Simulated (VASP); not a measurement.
# Cr2Si6Mo (Fmmm) in VASP: single point with PBE

Aim: the single point of Cr2Si6Mo with PBE.

Everything below comes from runs of VASP 6.6.1. Logs are shortened: lines on timing, memory, paths and dates and some standing lists are left out, and cuts for length are marked.

## Step 1: The cell of the first run

The structure is orthorhombic, space group Fmmm (No. 69). Conventional cell: a = 4.436 Å, b = 7.665 Å, c = 13.280 Å, α = 90.00°, β = 90.00°, γ = 90.00°. Within 3.3 Å of Cr (site symmetry mm2) lie 10 Si at 2.51 to 2.58 Å and 2 Cr at 3.12 Å and 2 Mo at 3.14 Å. Within 3.3 Å of Si (site symmetry m) lie 4 Cr at 2.51 to 2.58 Å and 9 Si at 2.51 to 3.16 Å and 1 Mo at 2.58 Å. Si (site symmetry m2m) has 9 Si at 2.50 to 3.16 Å and 3 Mo at 2.55 to 2.58 Å and 2 Cr at 2.55 Å within 3.3 Å. Mo (site symmetry mmm) has 10 Si at 2.55 to 2.58 Å and 4 Cr at 3.14 Å within 3.4 Å.

## Step 2: Single point, PBE

POSCAR

```
Cr2Si6Mo
1.0
    0.0000000000      3.8326261781      6.6401570743
    2.2177997777      0.0000000000      6.6401570743
    2.2177997777      3.8326261781      0.0000000000
Cr Si Mo
2 6 1
Direct
    0.6674176764      0.6674176764      0.3325823236
    0.3325823236      0.3325823236      0.6674176764
    0.3332845762      0.0054939624      0.9945060376
    0.6633828298      0.3366171702      0.6633828298
    0.9945060376      0.6667154238      0.3332845762
    0.0054939624      0.3332845762      0.6667154238
    0.3366171702      0.6633828298      0.3366171702
    0.6667154238      0.9945060376      0.0054939624
    0.0000000000      0.0000000000      0.0000000000
```

INCAR.step1

```
ALGO = Fast
EDIFF = 1E-6
ENCUT = 520
GGA = PE
ISIF = 2
ISMEAR = 0
LASPH = T
LCHARG = T
LMAXMIX = 4
LREAL = F
LWAVE = F
NBANDS = 41
NELM = 100
PREC = Accurate
SIGMA = 0.1
```

KPOINTS.step1

```
k-points
0
Gamma
  10 10 10
```

INCAR.step2

```
ALGO = Fast
EDIFF = 1E-6
ENCUT = 520
GGA = PE
ICHARG = 11
ISIF = 2
ISMEAR = -5
LASPH = T
LCHARG = F
LMAXMIX = 4
LORBIT = 11
LREAL = F
LWAVE = F
NBANDS = 41
NEDOS = 2001
NELM = 100
PREC = Accurate
SIGMA = 0.1
```

KPOINTS.step2

```
k-points
0
Gamma
  15 15 15
```

Potentials or basis: VASP PAW PBE potentials, release 64 (Cr_pv, Si, Mo_sv).

Command:

```bash
cat potpaw_PBE.64/Cr_pv/POTCAR potpaw_PBE.64/Si/POTCAR potpaw_PBE.64/Mo_sv/POTCAR > POTCAR
cp INCAR.step1 INCAR
cp KPOINTS.step1 KPOINTS
mpirun -np 1 vasp_std > vasp.out
cp INCAR.step2 INCAR
cp KPOINTS.step2 KPOINTS
mpirun -np 1 vasp_std > vasp.out
```

OUTCAR:

```text
EDIFF = 1E-6
   ENCUT = 520
   GGA = PE
   ICHARG = 11
   ISIF = 2
   ISMEAR = -5
   LASPH = T
   LORBIT = 11
   LREAL = F
   NELM = 100
   PREC = Accurate

 ion  position               nearest neighbor table
   1  0.667  0.667  0.333-   5 2.51   8 2.51   3 2.55   3 2.55   6 2.55   6 2.55   7 2.55   4 2.55
                             3 2.58   6 2.58   2 3.12   2 3.12   9 3.14   9 3.14
   2  0.333  0.333  0.667-   3 2.51   6 2.51   5 2.55   5 2.55   8 2.55   8 2.55   4 2.55   7 2.55
                             5 2.58   8 2.58   1 3.12   1 3.12   9 3.14   9 3.14
   3  0.333  0.005  0.995-   2 2.51   6 2.51   8 2.52   1 2.55   1 2.55   1 2.58   9 2.58   6 2.58
                             6 2.58   7 2.61   5 3.08   5 3.08
   4  0.663  0.337  0.663-   7 2.50   9 2.55   9 2.55   2 2.55   1 2.55   9 2.58   7 2.58   7 2.58
                             8 2.61   6 2.61
   5  0.995  0.667  0.333-   1 2.51   8 2.51   6 2.52   2 2.55   2 2.55   2 2.58   9 2.58   8 2.58
                             8 2.58   7 2.61   3 3.08   3 3.08
   6  0.005  0.333  0.667-   2 2.51   3 2.51   5 2.52   1 2.55   1 2.55   1 2.58   9 2.58   3 2.58
                             3 2.58   4 2.61   8 3.08   8 3.08
   7  0.337  0.663  0.337-   4 2.50   9 2.55   9 2.55   2 2.55   1 2.55   9 2.58   4 2.58   4 2.58
                             5 2.61   3 2.61
   8  0.667  0.995  0.005-   1 2.51   5 2.51   3 2.52   2 2.55   2 2.55   2 2.58   9 2.58   5 2.58
                             5 2.58   4 2.61   6 3.08   6 3.08
   9  0.000  0.000  0.000-   4 2.55   4 2.55   7 2.55   7 2.55   6 2.58   8 2.58   3 2.58   5 2.58
                             7 2.58   4 2.58   1 3.14   2 3.14   1 3.14   2 3.14

  LATTYP: Found a face centered orthorhombic cell.
 ALAT       =     4.4355995554
 B/A-ratio  =     1.7281209136
 C/A-ratio  =     2.9940291009

  Lattice vectors:

 A1 = (   0.0000000000,   3.8326261781,   6.6401570743)
 A2 = (   2.2177997777,   0.0000000000,   6.6401570743)
 A3 = (   2.2177997777,   3.8326261781,   0.0000000000)

Analysis of symmetry for initial positions (statically):
=====================================================================
 Subroutine PRICEL returns:
 Original cell was already a primitive cell.

 Routine SETGRP: Setting up the symmetry group for a
 face centered orthorhombic supercell.

 Subroutine GETGRP returns: Found  8 space group operations
 (whereof  8 operations were pure point group operations)
 out of a pool of  8 trial point group operations.

The static configuration has the point symmetry D_2h.

Analysis of symmetry for dynamics (positions and initial velocities):
=====================================================================
 Subroutine PRICEL returns:
 Original cell was already a primitive cell.

 Routine SETGRP: Setting up the symmetry group for a
 face centered orthorhombic supercell.

 Subroutine GETGRP returns: Found  8 space group operations
 (whereof  8 operations were pure point group operations)
 out of a pool of  8 trial point group operations.

The dynamic configuration has the point symmetry D_2h.

 Subroutine INISYM returns: Found  8 space group operations
 (whereof  8 operations are pure point group operations),
 and found     1 'primitive' translations

----------------------------------------------------------------------------------------

                                     Primitive cell

  volume of cell :     112.8826

  direct lattice vectors                    reciprocal lattice vectors
     0.000000000  3.832626178  6.640157074    -0.225448665  0.130458849  0.075299424
     2.217799778  0.000000000  6.640157074     0.225448665 -0.130458849  0.075299424
     2.217799778  3.832626178  0.000000000     0.225448665  0.130458849 -0.075299424

  length of vectors
     7.666857857  7.000737234  4.428053667     0.271139476  0.271139476  0.271139476

  position of ions in fractional coordinates (direct lattice)
     0.667417676  0.667417676  0.332582324
     0.332582324  0.332582324  0.667417676
     0.333284576  0.005493962  0.994506038
     0.663382830  0.336617170  0.663382830
     0.994506038  0.666715424  0.333284576
     0.005493962  0.333284576  0.666715424
     0.336617170  0.663382830  0.336617170
     0.666715424  0.994506038  0.005493962
     0.000000000  0.000000000  0.000000000

  ion indices of the primitive-cell ions
   primitive index   ion index
                 1           1
                 2           2
[... 33 lines left out ...]

 Found    512 irreducible k-points:

 Following reciprocal coordinates:
            Coordinates               Weight
  0.000000  0.000000  0.000000      1.000000
  0.066667  0.000000  0.000000      8.000000
  0.133333  0.000000 -0.000000      8.000000
  0.200000  0.000000 -0.000000      8.000000
  0.266667  0.000000 -0.000000      8.000000
  0.333333  0.000000  0.000000      8.000000
[... 16 lines left out ...]
  0.133333  0.133333  0.000000      2.000000
  0.200000  0.133333  0.000000      8.000000
 [... further k-points ...]
   k-points           NKPTS =    512   k-points in BZ     NKDIM =    512   number of bands    NBANDS=     41
   number of dos      NEDOS =   2001   number of ions     NIONS =      9
   total plane-waves  NPLWV = 116640
   dimension x,y,z NGX =    60 NGY =   54 NGZ =   36
   dimension x,y,z NGXF=   120 NGYF=  108 NGZF=   72
   ions per type =               2   6   1
   NGX,Y,Z   is equivalent  to a cutoff of  13.01, 12.82, 13.52 a.u.
   NGXF,Y,Z  is equivalent  to a cutoff of  26.02, 25.65, 27.03 a.u.
 SYSTEM =  unknown system
   PREC   = accura    normal or accurate (medium, high low for compatibility)
   ISTART =      0    job   : 0-new  1-cont  2-samecut
   ICHARG =     11    charge: 1-file 2-atom 10-const
   ISPIN  =      1    spin polarized calculation?
   LNONCOLLINEAR =      F non collinear calculations
   LSORBIT =      F    spin-orbit coupling
   LASPH  =      T    aspherical Exc in radial PAW
   ENCUT  =  520.0 eV  38.22 Ry    6.18 a.u.  14.26 13.02  8.23*2*pi/ulx,y,z
   NELM   =    100;   NELMIN=  2; NELMDL=  0     # of ELM steps
   EDIFF  = 0.1E-05   stopping-criterion for ELM
   LREAL  =      F    real-space projection
   EDIFFG = 0.1E-04   stopping-criterion for IOM
   NSW    =      0    number of steps for IOM
   IBRION =     -1    ionic relax: 0-MD 1-quasi-New 2-CG
   NFREE  =      0    steps in history (QN), initial steepest desc. (CG)
   ISIF   =      2    stress and relaxation
   ISYM   =      2    0-nonsym 1-usesym 2-fastsym
   POTIM  = 0.5000    time-step for ionic-motion
   TEBEG  =    0.0;   TEEND  =   0.0 temperature during run
   PSTRESS=    0.0 pullay stress
   NELECT =      62.0000    total number of electrons
   NUPDOWN=      -1.0000    fix difference up-down
   EMIN   =  10.00;   EMAX   =-10.00  energy-range for DOS
   EFERMI =   0.00;   METHOD = LEGACY
   ISMEAR =    -5;   SIGMA  =   0.10  broadening in eV -4-tet -1-fermi 0-gaus
   EFERMI_NEDOS =   21; number of points for ismear=-14 and -15
   IALGO  =     68    algorithm
   IMIX   =      4    mixing-type and parameters
     AMIX     =   0.40;   BMIX     =  1.00
     AMIX_MAG =   1.60;   BMIX_MAG =  1.00
  volume/ion in A,a.u.               =      12.54        84.64
  Fermi-wavevector in a.u.,A,eV,Ry     =   1.340694  2.533544 24.455935  1.797461
  Thomas-Fermi vector in A             =   2.468987
   LORBIT       =     11    0 simple, 1 ext, 2 COOP (PROOUT), +10 PAW based schemes
   GGA     = PE    functional components
   LHFCALC =     F    Hartree Fock is set to
   AEXX    =    0.0000 exact exchange contribution
   IVDW    =     0    specifies the selected vdW correction
   LEPSILON=     F    determine dielectric tensor
   LRPA    =     F    only Hartree local field effects (RPA)
 non-spin polarized calculation
 RMM-DIIS sequential band-by-band and
 Fermi weights with tetrahedron method with Bloechl corrections
  energy-cutoff  :      520.00
  volume of cell :      112.88
 maximum number of plane-waves:      3064
 NGX is ok and might be reduce to    60

 number of electron      61.9999999 magnetization

 Free energy of the ion-electron system (eV)
  ---------------------------------------------------
  ext. energy  EPLUGINS =         0.00000000
  ---------------------------------------------------
  free energy    TOTEN  =       -66.00370562 eV

  energy without entropy =      -66.00370562  energy(sigma->0) =      -66.00370562

 E-fermi :  11.8460     XC(G=0): -12.4035

 val. band max:       11.8672802115   @ k =   0.3333   0.1333   0.2000
 cond. band min:      11.8242047961   @ k =   0.4667  -0.1333   0.3333
 fundamental gap:     -0.0430754154
 Fermi energy:        11.8460190946

 k-point     1 :       0.0000    0.0000    0.0000
  band No.  band energies     occupation
      1     -48.7350      2.00000
      2     -31.0660      2.00000
      3     -31.0641      2.00000
      4     -31.0346      2.00000
      5     -31.0324      2.00000
      6     -30.9474      2.00000
[... 1045 lines left out ...]
     40      14.7562      0.00000
     41      15.2859      0.00000

 [... further k-points ...]

------------------------ aborting loop because EDIFF is reached ----------------------------------------

  FORCE on cell =-STRESS in cart. coord.  units (eV):
  Direction    XX          YY          ZZ          XY          YZ          ZX
  --------------------------------------------------------------------------------------
  -------------------------------------------------------------------------------------
  Total        0.0066132      0.0456588     -0.0025300      0.0000000      0.0000000      0.0000000
  in kB        0.0938631      0.6480488     -0.0359088      0.0000000      0.0000000      0.0000000
  external PRESSURE =       0.2353344 kB  Pullay stress =       0.0000000 kB

 VOLUME and BASIS-vectors are now :
 -----------------------------------------------------------------------------
  energy-cutoff  :      520.00
  volume of cell :      112.88
      direct lattice vectors                 reciprocal lattice vectors
     0.000000000  3.832626178  6.640157074    -0.225448665  0.130458849  0.075299424
     2.217799778  0.000000000  6.640157074     0.225448665 -0.130458849  0.075299424
     2.217799778  3.832626178  0.000000000     0.225448665  0.130458849 -0.075299424

 POSITION                                       TOTAL-FORCE (eV/Angst)
 -----------------------------------------------------------------------------------
      2.21780      3.83263      8.86352        -0.000000      0.000000      0.004978
      2.21780      3.83263      4.41680        -0.000000      0.000000     -0.004978
      2.21780      5.08893      2.24954        -0.000000     -0.013575      0.009639
      2.21780      5.08500      6.64016        -0.000000     -0.017918      0.000000
      2.21780      5.08893     11.03077        -0.000000     -0.013575     -0.009639
      2.21780      2.57633      2.24954        -0.000000      0.013575      0.009639
      2.21780      2.58026      6.64016        -0.000000      0.017918      0.000000
      2.21780      2.57633     11.03077        -0.000000      0.013575     -0.009639
      0.00000      0.00000      0.00000         0.000000      0.000000      0.000000
 -----------------------------------------------------------------------------------
    total drift:                                0.000000      0.000000     -0.000000

  FREE ENERGIE OF THE ION-ELECTRON SYSTEM (eV)
  ---------------------------------------------------
  free  energy   TOTEN  =       -66.0037056220 eV

  energy  without entropy=      -66.0037056220  energy(sigma->0) =      -66.00370562

 total charge

# of ion       s       p       d       tot
------------------------------------------
    1        0.296   6.330   4.388  11.014
    2        0.296   6.330   4.388  11.014
    3        0.743   0.877   0.000   1.620
    4        0.744   0.891   0.000   1.635
    5        0.743   0.877   0.000   1.620
    6        0.743   0.877   0.000   1.620
    7        0.744   0.891   0.000   1.635
    8        0.743   0.877   0.000   1.620
    9        2.303   6.225   4.267  12.795
--------------------------------------------------
tot          7.353  24.176  13.043  44.571
```

Wall time 2.3 h (1 thread of Oxide Virtual Turin-like, shared host); peak memory 1.8 GiB.

Results:

```
Valence electrons inside the program's atomic spheres : Cr 11.01; Si 1.62, 1.64 (each value once); Mo 12.79
```

Caveat: the run has no spin polarisation, though such a crystal can be magnetic. Spin polarisation is off, so any magnetic state and its effect on volume and gap are missing.
